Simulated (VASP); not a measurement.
Set up this calculation in VASP 6.6.1, as the native input.

```yaml
Task: single point
Functional: r2SCAN
Potentials_or_basis: VASP PAW PBE potentials, release 64 (Si, Sn_d)
Cutoff: 520 eV
k_mesh: 6 × 6 × 4
Occupations: gaussian, width 0.01 eV
Spin: no spin polarisation
Dipole_correction: no
Further_INCAR_settings: ALGO = Normal; EDIFF = 1e-07; NBANDS = 21
```

The system is Si3Sn.

```
Si Sn
1.0
     4.11683    0.00000    0.00000
     0.00000    4.11683    0.00000
     0.00000    0.00000    5.86137
Si Sn
3 1
Direct
  0.50000 0.00000 0.77460
  0.50000 0.50000 0.00000
  0.00000 0.50000 0.22540
  0.00000 0.00000 0.50000
```

These files were run (other wordings do the same):

POSCAR

```
Si3Sn
1.0
    4.1168284060      0.0000000000      0.0000000000
    0.0000000000      4.1168284060      0.0000000000
    0.0000000000      0.0000000000      5.8613672029
Si Sn
3 1
Direct
    0.5000000000      0.0000000000      0.7746010626
    0.5000000000      0.5000000000      0.0000000000
    0.0000000000      0.5000000000      0.2253989374
    0.0000000000      0.0000000000      0.5000000000
```

INCAR.step1

```
SYSTEM = Si3Sn
ALGO = Normal
EDIFF = 1E-4
ENCUT = 520
GGA = PE
ISMEAR = 0
LASPH = .True.
LCHARG = .False.
LREAL = .False.
LWAVE = .True.
NBANDS = 21
NELM = 80
PREC = Accurate
SIGMA = 0.01
```

INCAR.step2

```
SYSTEM = Si3Sn
ALGO = Normal
EDIFF = 1E-7
ENCUT = 520
ISIF = 2
ISMEAR = 0
ISTART = 1
LASPH = .True.
LCHARG = .False.
LMIXTAU = .True.
LREAL = .False.
LWAVE = .False.
METAGGA = R2SCAN
NBANDS = 21
NELM = 80
PREC = Accurate
SIGMA = 0.01
```

KPOINTS

```
k-points
0
Gamma
  6 6 4
  0 0 0
```

Potentials or basis: VASP PAW PBE potentials, release 64 (Si, Sn_d).

The run is started by

```sh
$ cat potpaw_PBE.64/Si/POTCAR potpaw_PBE.64/Sn_d/POTCAR > POTCAR
$ cp INCAR.step1 INCAR
$ mpirun -np 1 vasp_std > vasp.out
$ cp INCAR.step2 INCAR
$ mpirun -np 1 vasp_std > vasp.out
```

Results of the run:

```yaml
Pressure: -4.2 GPa
Largest_force: 0.061 eV/Å
Band_gap_on_the_k_mesh: 0.49 eV (least direct gap 0.72 eV)
```

Caveat: the cell stands under tension; the PAW data sets were made with another functional, which shifts forces and pressure a little; spin-orbit coupling is left out, which moves the levels of the heavy elements.

Run time: 4.4 min on 1 thread of Intel Xeon 8259CL (shared host), peak memory 0.25 GiB.
